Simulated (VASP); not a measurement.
# Sn (I4/mmm) in VASP: settings compared

The runs below take Sn through single point, with PBEsol, PBE, BLYP.

All numbers are computed with VASP 6.6.1; they aren't measurements. Logs are shortened: lines on timing, memory, paths and dates and some standing lists are left out, and cuts for length are marked.

### 1 The cell of the first run

The structure is tetragonal, space group I4/mmm (No. 139). The conventional cell has a = 4.058 Å, b = 4.058 Å, c = 3.322 Å, α = 90.00°, β = 90.00°, γ = 90.00°. Within 4.4 Å of Sn (site symmetry 4/mmm) lie 14 Sn at 3.32 to 4.06 Å.

### 2 Single point, PBEsol

Input file INCAR:

```
SYSTEM = Sn
ALGO = Fast
EDIFF = 1E-6
ENCUT = 520
GGA = PS
ISIF = 2
ISMEAR = 0
LASPH = .True.
LCHARG = .False.
LREAL = .False.
LWAVE = .False.
NBANDS = 13
NELM = 100
PREC = Accurate
SIGMA = 0.05
```

Input file KPOINTS:

```
k-points
0
Gamma
  10 10 10
  0 0 0
```

Input file POSCAR:

```
Sn
1.0
   -2.0291894110      2.0291894110      1.6607599896
    2.0291894110     -2.0291894110      1.6607599896
    2.0291894110      2.0291894110     -1.6607599896
Sn
1
Direct
    0.0000000000      0.0000000000      0.0000000000
```

Potentials or basis: VASP PAW PBE potentials, release 64 (Sn_d).

Run with:

```
$ cat potpaw_PBE.64/Sn_d/POTCAR > POTCAR
$ mpirun -np 1 vasp_std > vasp.out
```

OUTCAR:

```text
SYSTEM = Sn
   EDIFF = 1E-6
   ENCUT = 520
   GGA = PS
   ISIF = 2
   ISMEAR = 0
   LASPH = .True.
   LREAL = .False.
   NELM = 100
   PREC = Accurate

 ion  position               nearest neighbor table
   1  0.000  0.000  0.000-

  LATTYP: Found a body centered tetragonal cell.
 ALAT       =     4.0583788220
 C/A-ratio  =     0.8184351745

  Lattice vectors:

 A1 = (  -2.0291894110,   2.0291894110,   1.6607599896)
 A2 = (   2.0291894110,  -2.0291894110,   1.6607599896)
 A3 = (   2.0291894110,   2.0291894110,  -1.6607599896)

Analysis of symmetry for initial positions (statically):
=====================================================================
 Subroutine PRICEL returns:
 Original cell was already a primitive cell.

 Routine SETGRP: Setting up the symmetry group for a
 body centered tetragonal supercell.

 Subroutine GETGRP returns: Found 16 space group operations
 (whereof 16 operations were pure point group operations)
 out of a pool of 16 trial point group operations.

The static configuration has the point symmetry D_4h.

Analysis of symmetry for dynamics (positions and initial velocities):
=====================================================================
 Subroutine PRICEL returns:
 Original cell was already a primitive cell.

 Routine SETGRP: Setting up the symmetry group for a
 body centered tetragonal supercell.

 Subroutine GETGRP returns: Found 16 space group operations
 (whereof 16 operations were pure point group operations)
 out of a pool of 16 trial point group operations.

The dynamic configuration has the point symmetry D_4h.

 Subroutine INISYM returns: Found 16 space group operations
 (whereof 16 operations are pure point group operations),
 and found     1 'primitive' translations

----------------------------------------------------------------------------------------

                                     Primitive cell

  volume of cell :      27.3534

  direct lattice vectors                    reciprocal lattice vectors
    -2.029189411  2.029189411  1.660759990     0.000000000  0.246403809  0.301066983
     2.029189411 -2.029189411  1.660759990     0.246403809  0.000000000  0.301066983
     2.029189411  2.029189411 -1.660759990     0.246403809  0.246403809  0.000000000

  length of vectors
     3.315621069  3.315621069  3.315621069     0.389045197  0.389045197  0.348467608

  position of ions in fractional coordinates (direct lattice)
     0.000000000  0.000000000  0.000000000

  ion indices of the primitive-cell ions
   primitive index   ion index
                 1           1

----------------------------------------------------------------------------------------

 KPOINTS: k-points

Automatic generation of k-mesh.
 Grid dimensions read from file:
 generate k-points for:   10   10   10

 Generating k-lattice:

  Cartesian coordinates                     Fractional coordinates (reciprocal lattice)
     0.000000000  0.024640381  0.030106698     0.100000000 -0.000000000  0.000000000
     0.024640381  0.000000000  0.030106698    -0.000000000  0.100000000  0.000000000
     0.024640381  0.024640381  0.000000000     0.000000000  0.000000000  0.100000000

  Length of vectors
     0.038904520  0.038904520  0.034846761

  Shift w.r.t. Gamma in fractional coordinates (k-lattice)
     0.000000000  0.000000000  0.000000000

 Subroutine IBZKPT returns following result:
 ===========================================

 Found    102 irreducible k-points:

 Following reciprocal coordinates:
            Coordinates               Weight
  0.000000  0.000000  0.000000      1.000000
  0.100000  0.000000  0.000000      8.000000
  0.200000  0.000000  0.000000      8.000000
  0.300000  0.000000  0.000000      8.000000
  0.400000  0.000000  0.000000      8.000000
  0.500000  0.000000  0.000000      4.000000
[... 16 lines left out ...]
  0.300000  0.300000  0.000000      8.000000
  0.400000  0.300000  0.000000     16.000000
 [... further k-points ...]
   k-points           NKPTS =    102   k-points in BZ     NKDIM =    102   number of bands    NBANDS=     13
   number of dos      NEDOS =    301   number of ions     NIONS =      1
   total plane-waves  NPLWV =  21952
   dimension x,y,z NGX =    28 NGY =   28 NGZ =   28
   dimension x,y,z NGXF=    56 NGYF=   56 NGZF=   56
   ions per type =               1
   NGX,Y,Z   is equivalent  to a cutoff of  14.04, 14.04, 14.04 a.u.
   NGXF,Y,Z  is equivalent  to a cutoff of  28.08, 28.08, 28.08 a.u.
 SYSTEM =  Sn
   PREC   = accura    normal or accurate (medium, high low for compatibility)
   ISTART =      0    job   : 0-new  1-cont  2-samecut
   ICHARG =      2    charge: 1-file 2-atom 10-const
   ISPIN  =      1    spin polarized calculation?
   LNONCOLLINEAR =      F non collinear calculations
   LSORBIT =      F    spin-orbit coupling
   LASPH  =      T    aspherical Exc in radial PAW
   ENCUT  =  520.0 eV  38.22 Ry    6.18 a.u.   6.16  6.16  6.16*2*pi/ulx,y,z
   NELM   =    100;   NELMIN=  2; NELMDL= -5     # of ELM steps
   EDIFF  = 0.1E-05   stopping-criterion for ELM
   LREAL  =      F    real-space projection
   EDIFFG = 0.1E-04   stopping-criterion for IOM
   NSW    =      0    number of steps for IOM
   IBRION =     -1    ionic relax: 0-MD 1-quasi-New 2-CG
   NFREE  =      0    steps in history (QN), initial steepest desc. (CG)
   ISIF   =      2    stress and relaxation
   ISYM   =      2    0-nonsym 1-usesym 2-fastsym
   POTIM  = 0.5000    time-step for ionic-motion
   TEBEG  =    0.0;   TEEND  =   0.0 temperature during run
   PSTRESS=    0.0 pullay stress
   NELECT =      14.0000    total number of electrons
   NUPDOWN=      -1.0000    fix difference up-down
   EMIN   =  10.00;   EMAX   =-10.00  energy-range for DOS
   EFERMI =   0.00;   METHOD = LEGACY
   ISMEAR =     0;   SIGMA  =   0.05  broadening in eV -4-tet -1-fermi 0-gaus
   EFERMI_NEDOS =   21; number of points for ismear=-14 and -15
   IALGO  =     68    algorithm
   IMIX   =      4    mixing-type and parameters
     AMIX     =   0.40;   BMIX     =  1.00
     AMIX_MAG =   1.60;   BMIX_MAG =  1.00
  volume/ion in A,a.u.               =      27.35       184.59
  Fermi-wavevector in a.u.,A,eV,Ry     =   1.309524  2.474642 23.331997  1.714853
  Thomas-Fermi vector in A             =   2.440117
   LORBIT       =      0    0 simple, 1 ext, 2 COOP (PROOUT), +10 PAW based schemes
   GGA     = PS    functional components
   LHFCALC =     F    Hartree Fock is set to
   AEXX    =    0.0000 exact exchange contribution
   IVDW    =     0    specifies the selected vdW correction
   LEPSILON=     F    determine dielectric tensor
   LRPA    =     F    only Hartree local field effects (RPA)
 non-spin polarized calculation
 RMM-DIIS sequential band-by-band and
 Gauss-broadening in eV      SIGMA  =   0.05
  energy-cutoff  :      520.00
  volume of cell :       27.35
 maximum number of plane-waves:       754
 NGX is ok and might be reduce to    28
   NGX = 13   NGY = 13   NGZ = 13

 number of electron      14.0000001 magnetization

 Free energy of the ion-electron system (eV)
  ---------------------------------------------------
  ext. energy  EPLUGINS =         0.00000000
  ---------------------------------------------------
  free energy    TOTEN  =        -4.22572707 eV

  energy without entropy =       -4.22453858  energy(sigma->0) =       -4.22513282

 E-fermi :   7.7540     XC(G=0): -10.4672

 val. band max:        7.7396745261   @ k =  -0.2000  -0.3000   0.2000
 cond. band min:       7.7620079120   @ k =  -0.3000  -0.4000   0.3000
 fundamental gap:      0.0223333858
 Fermi energy:         7.7540496390

 k-point     1 :       0.0000    0.0000    0.0000
  band No.  band energies     occupation
      1     -13.6307      2.00000
      2     -13.5543      2.00000
      3     -13.5543      2.00000
      4     -13.5522      2.00000
      5     -13.4365      2.00000
      6      -3.2341      2.00000
      7      14.5713      0.00000
      8      14.5713      0.00000
      9      17.1217      0.00000
     10      18.0982      0.00000
     11      19.1992      0.00000
     12      20.3622      0.00000
     13      20.3622      0.00000

 k-point     2 :       0.1000    0.0000    0.0000
  band No.  band energies     occupation
      1     -13.6214      2.00000
      2     -13.5555      2.00000
      3     -13.5506      2.00000
      4     -13.5391      2.00000
      5     -13.4418      2.00000
      6      -2.9969      2.00000
      7      13.8854      0.00000
      8      13.9649      0.00000
      9      15.6092      0.00000
     10      18.5717      0.00000
     11      18.7761      0.00000
     12      19.5574      0.00000
     13      20.2145      0.00000

 k-point     3 :       0.2000    0.0000    0.0000
  band No.  band energies     occupation
      1     -13.6179      2.00000
      2     -13.5613      2.00000
      3     -13.5192      2.00000
      4     -13.5039      2.00000
      5     -13.4544      2.00000
      6      -2.2831      2.00000
      7      11.7644      0.00000
      8      12.7358      0.00000
      9      13.6574      0.00000
     10      17.2424      0.00000
     11      17.2680      0.00000
     12      20.7244      0.00000
     13      21.3680      0.00000
[... 305 lines left out ...]
 k-point    23 :       0.3000    0.3000    0.0000
  band No.  band energies     occupation
      1     -13.6180      2.00000
      2     -13.5336      2.00000
      3     -13.4791      2.00000
      4     -13.4684      2.00000
      5     -13.4164      2.00000
      6       2.6808      2.00000
      7       4.8304      2.00000
      8       6.3169      2.00000
      9      11.6219      0.00000
     10      16.8209      0.00000
     11      18.1396      0.00000
     12      23.2314      0.00000
     13      23.7389      0.00000

 k-point    24 :       0.4000    0.3000    0.0000
  band No.  band energies     occupation
      1     -13.6028      2.00000
      2     -13.5218      2.00000
      3     -13.4957      2.00000
      4     -13.4654      2.00000
      5     -13.4440      2.00000
      6       1.8018      2.00000
      7       5.2396      2.00000
      8       6.7306      2.00000
      9      12.2528      0.00000
     10      16.9457      0.00000
     11      19.0604      0.00000
     12      23.7487      0.00000
     13      24.1726      0.00000

 [... further k-points ...]
[... 5 lines left out ...]
  --------------------------------------------------------------------------------------
  -------------------------------------------------------------------------------------
  Total       -0.3981719     -0.3981719     -0.2115205      0.0000000     -0.0000000      0.0000000
  in kB      -23.3221788    -23.3221788    -12.3894223      0.0000000     -0.0000000      0.0000000
  external PRESSURE =     -19.6779266 kB  Pullay stress =       0.0000000 kB

 VOLUME and BASIS-vectors are now :
 -----------------------------------------------------------------------------
  energy-cutoff  :      520.00
  volume of cell :       27.35
      direct lattice vectors                 reciprocal lattice vectors
    -2.029189411  2.029189411  1.660759990     0.000000000  0.246403809  0.301066983
     2.029189411 -2.029189411  1.660759990     0.246403809  0.000000000  0.301066983
     2.029189411  2.029189411 -1.660759990     0.246403809  0.246403809  0.000000000

 POSITION                                       TOTAL-FORCE (eV/Angst)
 -----------------------------------------------------------------------------------
      0.00000      0.00000      0.00000        -0.000000      0.000000      0.000000
 -----------------------------------------------------------------------------------
    total drift:                                0.000000     -0.000000      0.000000

  FREE ENERGIE OF THE ION-ELECTRON SYSTEM (eV)
  ---------------------------------------------------
  free  energy   TOTEN  =        -4.2257270652 eV

  energy  without entropy=       -4.2245385801  energy(sigma->0) =       -4.22513282
```

Wall time 22 s (1 thread of AMD EPYC 9R45 (Zen 5), shared host); peak memory 0.14 GiB.

Results:

- Free energy: -4.2257 eV
- Pressure: -2.0 GPa
- Band gap on the k mesh: zero (band 7 reaches 14.57 eV, above the bottom of band 8 at 5.78 eV)

Levels at points of the mesh, in eV from the Fermi level:
```csv
k point,band 4,band 5,band 6,band 7,band 8,band 9,band 10,band 11
"(0.00, 0.00, 0.00)",-21.31,-21.19,-10.99,6.82,6.82,9.37,10.34,11.45
"(0.50, 0.00, 0.00)",-21.16,-21.14,-5.71,-4.10,3.13,4.38,7.25,7.46
"(0.50, 0.50, 0.00)",-21.23,-21.15,-7.22,-4.62,5.84,7.80,10.45,11.01
"(0.50, 0.50, 0.50)",-21.16,-21.13,-3.36,-1.50,-1.50,2.58,3.11,6.16
```

Caveat: the PAW data sets were made with another functional, which shifts forces and pressure a little; spin-orbit coupling is left out, which moves the levels of the heavy elements.

### 3 Single point, PBE

Input file INCAR:

```
PREC = Accurate ; ENCUT = 520
EDIFF = 1E-6 ; ISMEAR = 0
SIGMA = 0.05 ; LREAL = False
LASPH = True ; NELM = 80
ALGO = Fast ; ISIF = 2
LWAVE = False ; LCHARG = False
GGA = PE ; NBANDS = 13
```

Input file KPOINTS:

```
Automatic mesh
0
Gamma
  10 10 10
```

POSCAR is that of step 2.

Potentials or basis: VASP PAW PBE potentials, release 64 (Sn_d).

Run with:

```
$ cat potpaw_PBE.64/Sn_d/POTCAR > POTCAR
$ mpirun -np 1 vasp_std > vasp.out
```

It took 22 s on 1 thread of AMD EPYC 9R45 (Zen 5), shared host; peak memory 0.14 GiB.

The run converged. Its results:

* Free energy: -3.7769 eV
* Pressure: 0.9 GPa
* Band gap on the k mesh: zero (band 7 reaches 14.75 eV, above the bottom of band 8 at 5.95 eV)

Stress tensor (GPa, compression positive):
```
0.40 0.00 0.00
0.00 0.40 0.00
0.00 0.00 1.75
```

Levels at points of the mesh, in eV from the Fermi level:
| k point | band 4 | band 5 | band 6 | band 7 | band 8 | band 9 | band 10 | band 11 |
| --- | --- | --- | --- | --- | --- | --- | --- | --- |
| (0.00, 0.00, 0.00) | -21.43 | -21.32 | -10.98 | 6.82 | 6.82 | 9.39 | 10.31 | 11.46 |
| (0.50, 0.00, 0.00) | -21.29 | -21.27 | -5.70 | -4.10 | 3.13 | 4.39 | 7.25 | 7.43 |
| (0.50, 0.50, 0.00) | -21.36 | -21.28 | -7.21 | -4.62 | 5.84 | 7.81 | 10.43 | 10.99 |
| (0.50, 0.50, 0.50) | -21.29 | -21.26 | -3.34 | -1.50 | -1.50 | 2.58 | 3.11 | 6.15 |

Caveat: spin-orbit coupling is left out, which moves the levels of the heavy elements.

(Part 1 of 2 ends here.)
